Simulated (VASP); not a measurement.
# K3BaF5 (P-62m) in VASP: single point with PBE

Aim: the single point of K3BaF5 with PBE.

All numbers are computed with VASP 6.6.1; they aren't measurements. Logs are shortened: lines on timing, memory, paths and dates and some standing lists are left out, and cuts for length are marked.

### Step 1. The cell of the first run

The structure is hexagonal, space group P-62m (No. 189). Conventional cell: a = 7.991 Å, b = 7.991 Å, c = 3.520 Å, α = 90.00°, β = 90.00°, γ = 120.00°. Within 3.6 Å of K (site symmetry m2m) lie 6 F at 2.69 to 2.90 Å and 2 K at 3.52 Å. Within 3.6 Å of Ba (site symmetry -62m) lie 6 F at 2.54 Å and 2 Ba at 3.52 Å. F (site symmetry m2m) has 2 Ba at 2.54 Å and 2 K at 2.69 Å and 6 F at 3.16 to 3.52 Å within 3.6 Å. F (site symmetry -6) has 6 K at 2.90 Å and 5 F at 3.16 to 3.52 Å within 3.8 Å.

The cell was generated, and may not be a known phase.

### Step 2. Single point, PBE

INCAR reads:

```
PREC = Accurate
ENCUT = 1350
EDIFF = 1E-6
ISMEAR = 0
SIGMA = 0.1
LREAL = F
LASPH = T
NELM = 120
ALGO = Normal
ISIF = 2
LWAVE = F
LCHARG = F
GGA = PE
NBANDS = 46
GGA_COMPAT = F
```

KPOINTS reads:

```
regular mesh
0
Gamma
  3 3 6
```

POSCAR reads:

```
K3BaF5
1.0
    7.9913322203      0.0000000000      0.0000000000
   -3.9956661101      6.9206967129      0.0000000000
    0.0000000000      0.0000000000      3.5199164081
K Ba F
3 1 5
Direct
    0.4844911111      0.0000000000      0.5000000000
    0.5155088889      0.5155088889      0.5000000000
    0.0000000000      0.4844911111      0.5000000000
    0.0000000000      0.0000000000      0.5000000000
    0.2296879427      0.0000000000      0.0000000000
    0.0000000000      0.2296879427      0.0000000000
    0.6666666667      0.3333333333      0.0000000000
    0.3333333333      0.6666666667      0.0000000000
    0.7703120573      0.7703120573      0.0000000000
```

Potentials or basis: VASP PAW PBE potentials, release 64 (K_sv, Ba_sv, F_h).

Run with:

```bash
$ cat potpaw_PBE.64/K_sv/POTCAR potpaw_PBE.64/Ba_sv/POTCAR potpaw_PBE.64/F_h/POTCAR > POTCAR
$ mpirun -np 1 vasp_std > vasp.out
```

OUTCAR:

```text
PREC = Accurate
   ENCUT = 1350
   EDIFF = 1E-6
   ISMEAR = 0
   LREAL = F
   LASPH = T
   NELM = 120
   ISIF = 2
   GGA = PE

 ion  position               nearest neighbor table
   1  0.484  0.000  0.500-   4 3.87   4 4.12
   2  0.516  0.516  0.500-   4 3.87   4 4.12
   3  0.000  0.484  0.500-   4 3.87   4 4.12
   4  0.000  0.000  0.500-   5 2.54   5 2.54   6 2.54   6 2.54   9 2.54   9 2.54   1 3.87   3 3.87
                             2 3.87   1 4.12   3 4.12   2 4.12
   5  0.230  0.000  0.000-   4 2.54   4 2.54
   6  0.000  0.230  0.000-   4 2.54   4 2.54
   7  0.667  0.333  0.000-
   8  0.333  0.667  0.000-
   9  0.770  0.770  0.000-   4 2.54   4 2.54

  LATTYP: Found a hexagonal cell.
 ALAT       =     7.9913322203
 C/A-ratio  =     0.4404667846

  Lattice vectors:

 A1 = (   7.9913322203,   0.0000000000,   0.0000000000)
 A2 = (  -3.9956661101,   6.9206967129,   0.0000000000)
 A3 = (   0.0000000000,   0.0000000000,   3.5199164081)

Analysis of symmetry for initial positions (statically):
=====================================================================
 Subroutine PRICEL returns:
 Original cell was already a primitive cell.

 Routine SETGRP: Setting up the symmetry group for a
 hexagonal supercell.

 Subroutine GETGRP returns: Found 12 space group operations
 (whereof 12 operations were pure point group operations)
 out of a pool of 24 trial point group operations.

The static configuration has the point symmetry D_3h.

Analysis of symmetry for dynamics (positions and initial velocities):
=====================================================================
 Subroutine PRICEL returns:
 Original cell was already a primitive cell.

 Routine SETGRP: Setting up the symmetry group for a
 hexagonal supercell.

 Subroutine GETGRP returns: Found 12 space group operations
 (whereof 12 operations were pure point group operations)
 out of a pool of 24 trial point group operations.

The dynamic configuration has the point symmetry D_3h.

 Subroutine INISYM returns: Found 12 space group operations
 (whereof 12 operations are pure point group operations),
 and found     1 'primitive' translations

----------------------------------------------------------------------------------------

                                     Primitive cell

  volume of cell :     194.6710

  direct lattice vectors                    reciprocal lattice vectors
     7.991332220  0.000000000  0.000000000     0.125135581  0.072247061  0.000000000
    -3.995666110  6.920696713  0.000000000     0.000000000  0.144494123  0.000000000
     0.000000000  0.000000000  3.519916408     0.000000000  0.000000000  0.284097656

  length of vectors
     7.991332220  7.991332220  3.519916408     0.144494123  0.144494123  0.284097656

  position of ions in fractional coordinates (direct lattice)
     0.484491111  0.000000000  0.500000000
     0.515508889  0.515508889  0.500000000
     0.000000000  0.484491111  0.500000000
     0.000000000  0.000000000  0.500000000
     0.229687943  0.000000000  0.000000000
     0.000000000  0.229687943  0.000000000
     0.666666667  0.333333333  0.000000000
     0.333333333  0.666666667  0.000000000
     0.770312057  0.770312057  0.000000000

  ion indices of the primitive-cell ions
   primitive index   ion index
                 1           1
                 2           2
                 3           3
                 4           4
                 5           5
                 6           6
                 7           7
                 8           8
                 9           9

----------------------------------------------------------------------------------------

 KPOINTS: regular mesh

Automatic generation of k-mesh.
 Grid dimensions read from file:
 generate k-points for:    3    3    6

 Generating k-lattice:

  Cartesian coordinates                     Fractional coordinates (reciprocal lattice)
     0.041711860  0.024082354  0.000000000     0.333333333  0.000000000  0.000000000
     0.000000000  0.048164708  0.000000000     0.000000000  0.333333333  0.000000000
     0.000000000  0.000000000  0.047349609     0.000000000  0.000000000  0.166666667

  Length of vectors
     0.048164708  0.048164708  0.047349609

  Shift w.r.t. Gamma in fractional coordinates (k-lattice)
     0.000000000  0.000000000  0.000000000

 Subroutine IBZKPT returns following result:
 ===========================================

 Found     12 irreducible k-points:

 Following reciprocal coordinates:
            Coordinates               Weight
  0.000000  0.000000  0.000000      1.000000
  0.333333 -0.000000  0.000000      6.000000
  0.333333  0.333333  0.000000      2.000000
  0.000000  0.000000  0.166667      2.000000
  0.333333 -0.000000  0.166667     12.000000
  0.333333  0.333333  0.166667      4.000000
  0.000000  0.000000  0.333333      2.000000
  0.333333 -0.000000  0.333333     12.000000
  0.333333  0.333333  0.333333      4.000000
  0.000000  0.000000  0.500000      1.000000
  0.333333 -0.000000  0.500000      6.000000
  0.333333  0.333333  0.500000      2.000000
   k-points           NKPTS =     12   k-points in BZ     NKDIM =     12   number of bands    NBANDS=     46
   number of dos      NEDOS =    301   number of ions     NIONS =      9
   total plane-waves  NPLWV = 387072
   dimension x,y,z NGX =    96 NGY =   96 NGZ =   42
   dimension x,y,z NGXF=   192 NGYF=  192 NGZF=   84
   ions per type =               3   1   5
   NGX,Y,Z   is equivalent  to a cutoff of  19.97, 19.97, 19.84 a.u.
   NGXF,Y,Z  is equivalent  to a cutoff of  39.94, 39.94, 39.67 a.u.
 SYSTEM =  unknown system
   PREC   = accura    normal or accurate (medium, high low for compatibility)
   ISTART =      0    job   : 0-new  1-cont  2-samecut
   ICHARG =      2    charge: 1-file 2-atom 10-const
   ISPIN  =      1    spin polarized calculation?
   LNONCOLLINEAR =      F non collinear calculations
   LSORBIT =      F    spin-orbit coupling
   LASPH  =      T    aspherical Exc in radial PAW
   ENCUT  = 1350.0 eV  99.22 Ry    9.96 a.u.  23.94 23.94 10.55*2*pi/ulx,y,z
   NELM   =    120;   NELMIN=  2; NELMDL= -5     # of ELM steps
   EDIFF  = 0.1E-05   stopping-criterion for ELM
   LREAL  =      F    real-space projection
   EDIFFG = 0.1E-04   stopping-criterion for IOM
   NSW    =      0    number of steps for IOM
   IBRION =     -1    ionic relax: 0-MD 1-quasi-New 2-CG
   NFREE  =      0    steps in history (QN), initial steepest desc. (CG)
   ISIF   =      2    stress and relaxation
   ISYM   =      2    0-nonsym 1-usesym 2-fastsym
   POTIM  = 0.5000    time-step for ionic-motion
   TEBEG  =    0.0;   TEEND  =   0.0 temperature during run
   PSTRESS=    0.0 pullay stress
   NELECT =      72.0000    total number of electrons
   NUPDOWN=      -1.0000    fix difference up-down
   EMIN   =  10.00;   EMAX   =-10.00  energy-range for DOS
   EFERMI =   0.00;   METHOD = LEGACY
   ISMEAR =     0;   SIGMA  =   0.10  broadening in eV -4-tet -1-fermi 0-gaus
   EFERMI_NEDOS =   21; number of points for ismear=-14 and -15
   IALGO  =     38    algorithm
   IMIX   =      4    mixing-type and parameters
     AMIX     =   0.40;   BMIX     =  1.00
     AMIX_MAG =   1.60;   BMIX_MAG =  1.00
  volume/ion in A,a.u.               =      21.63       145.97
  Fermi-wavevector in a.u.,A,eV,Ry     =   1.175128  2.220670 18.788640  1.380926
  Thomas-Fermi vector in A             =   2.311514
   LORBIT       =      0    0 simple, 1 ext, 2 COOP (PROOUT), +10 PAW based schemes
   GGA     = PE    functional components
   LHFCALC =     F    Hartree Fock is set to
   AEXX    =    0.0000 exact exchange contribution
   IVDW    =     0    specifies the selected vdW correction
   LEPSILON=     F    determine dielectric tensor
   LRPA    =     F    only Hartree local field effects (RPA)
 non-spin polarized calculation
 Gauss-broadening in eV      SIGMA  =   0.10
  energy-cutoff  :     1350.00
  volume of cell :      194.67
 maximum number of plane-waves:     22020
 NGX is ok and might be reduce to    96
   NGX = 47   NGY = 47   NGZ = 21

 number of electron      72.0000006 magnetization

 Free energy of the ion-electron system (eV)
  ---------------------------------------------------
  ext. energy  EPLUGINS =         0.00000000
  ---------------------------------------------------
  free energy    TOTEN  =       -40.16433160 eV

  energy without entropy =      -40.16433160  energy(sigma->0) =      -40.16433160

 E-fermi :  -1.0881     XC(G=0):  -8.0018

 val. band max:       -1.5515862907   @ k =   0.0000   0.0000   0.0000
 cond. band min:       2.6412866883   @ k =   0.0000   0.0000   0.0000
 fundamental gap:      4.1928729790
 Fermi energy:        -1.0881093110

 k-point     1 :       0.0000    0.0000    0.0000
  band No.  band energies     occupation
      1     -29.1218      2.00000
      2     -29.1018      2.00000
      3     -29.1018      2.00000
      4     -26.6083      2.00000
      5     -22.1759      2.00000
      6     -22.1759      2.00000
[... 38 lines left out ...]
     45       7.3266      0.00000
     46       7.3433      0.00000

 k-point     2 :       0.3333   -0.0000    0.0000
  band No.  band energies     occupation
      1     -29.1174      2.00000
      2     -29.1060      2.00000
      3     -29.1018      2.00000
      4     -26.6088      2.00000
      5     -22.1755      2.00000
      6     -22.1746      2.00000
[... 38 lines left out ...]
     45       7.0308      0.00000
     46       7.1235      0.00000

 k-point     3 :       0.3333    0.3333    0.0000
  band No.  band energies     occupation
      1     -29.1116      2.00000
      2     -29.1116      2.00000
      3     -29.1020      2.00000
      4     -26.6090      2.00000
      5     -22.1746      2.00000
      6     -22.1746      2.00000
[... 430 lines left out ...]
     45       7.5457      0.00000
     46       7.7395      0.00000

 k-point    12 :       0.3333    0.3333    0.5000
  band No.  band energies     occupation
      1     -29.0612      2.00000
      2     -29.0612      2.00000
      3     -29.0536      2.00000
      4     -26.2304      2.00000
      5     -22.2818      2.00000
      6     -22.0899      2.00000
[... 38 lines left out ...]
     45       7.2008      0.00000
     46       7.4576      0.00000

------------------------ aborting loop because EDIFF is reached ----------------------------------------

  FORCE on cell =-STRESS in cart. coord.  units (eV):
  Direction    XX          YY          ZZ          XY          YZ          ZX
  --------------------------------------------------------------------------------------
  -------------------------------------------------------------------------------------
  Total        0.6273776      0.6273776      0.8300416      0.0000000      0.0000000      0.0000000
  in kB        5.1634296      5.1634296      6.8313905      0.0000000      0.0000000      0.0000000
  external PRESSURE =       5.7194166 kB  Pullay stress =       0.0000000 kB

 VOLUME and BASIS-vectors are now :
 -----------------------------------------------------------------------------
  energy-cutoff  :     1350.00
  volume of cell :      194.67
      direct lattice vectors                 reciprocal lattice vectors
     7.991332220  0.000000000  0.000000000     0.125135581  0.072247061  0.000000000
    -3.995666110  6.920696713  0.000000000     0.000000000  0.144494123  0.000000000
     0.000000000  0.000000000  3.519916408     0.000000000  0.000000000  0.284097656

 POSITION                                       TOTAL-FORCE (eV/Angst)
 -----------------------------------------------------------------------------------
      3.87173      0.00000      1.75996         0.010273      0.000000     -0.000000
      2.05980      3.56768      1.75996        -0.005137     -0.008897     -0.000000
     -1.93586      3.35302      1.75996        -0.005137      0.008897     -0.000000
      0.00000      0.00000      1.75996        -0.000000      0.000000     -0.000000
      1.83551      0.00000      0.00000         0.161435      0.000000     -0.000000
     -0.91776      1.58960      0.00000        -0.080717      0.139807      0.000000
      3.99567      2.30690      0.00000        -0.000000      0.000000     -0.000000
     -0.00000      4.61380      0.00000        -0.000000      0.000000     -0.000000
      3.07791      5.33110      0.00000        -0.080717     -0.139807     -0.000000
 -----------------------------------------------------------------------------------
    total drift:                               -0.000000     -0.000000     -0.000000

  FREE ENERGIE OF THE ION-ELECTRON SYSTEM (eV)
  ---------------------------------------------------
  free  energy   TOTEN  =       -40.1643316032 eV

  energy  without entropy=      -40.1643316032  energy(sigma->0) =      -40.16433160
```

It took 7.3 min on 1 thread of Intel Xeon Platinum 8488C (Sapphire Rapids), shared host; peak memory 0.96 GiB.

Results:

```yaml
Free_energy: -40.1643 eV
Pressure: 0.6 GPa
Largest_force: 0.161 eV/Å
Band_gap_on_the_k_mesh: 4.19 eV
```

Forces in eV/Å, atoms in the order of the input:
```
K    0.010  0.000  0.000
K   -0.005 -0.009  0.000
K   -0.005  0.009  0.000
Ba   0.000  0.000  0.000
F    0.161  0.000  0.000
F   -0.081  0.140  0.000
F    0.000  0.000  0.000
F    0.000  0.000  0.000
F   -0.081 -0.140  0.000
```

Stress tensor (GPa, compression positive):
```
0.52 0.00 0.00
0.00 0.52 0.00
0.00 0.00 0.68
```

Caveat: spin-orbit coupling is left out, which moves the levels of the heavy elements. A k mesh can miss the band edges.
